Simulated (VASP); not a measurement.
Crystal: Zr.

```xyz
1
Lattice="-1.8100 1.8100 1.8100 1.8100 -1.8100 1.8100 1.8100 1.8100 -1.8100" Properties=species:S:1:pos:R:3 pbc="T T T"
Zr    0.0000    0.0000    0.0000
```

This isn't the form of Zr at room conditions, which is hcp.

Base run:

```yaml
Program: VASP 6.6.1
Functional: PBE
Potentials_or_basis: VASP PAW PBE potentials, release 64 (Zr_sv)
Cutoff: 500 eV
k_mesh: 7 × 7 × 7
Occupations: methfessel-paxton, width 0.1 eV
Spin: no spin polarisation
```

Its results: band gap on the k mesh zero (bands 6 and 7 overlap by 1.57 eV); pressure -1.9 GPa.

Question: The run is repeated on the same cell with these changes: k mesh from 7 × 7 × 7 to 5 × 5 × 5. What comes out?

Answer: Band gap on the k mesh zero (bands 6 and 7 overlap by 1.79 eV); pressure -3.7 GPa.

Caveats: some runs use coarse meshes.
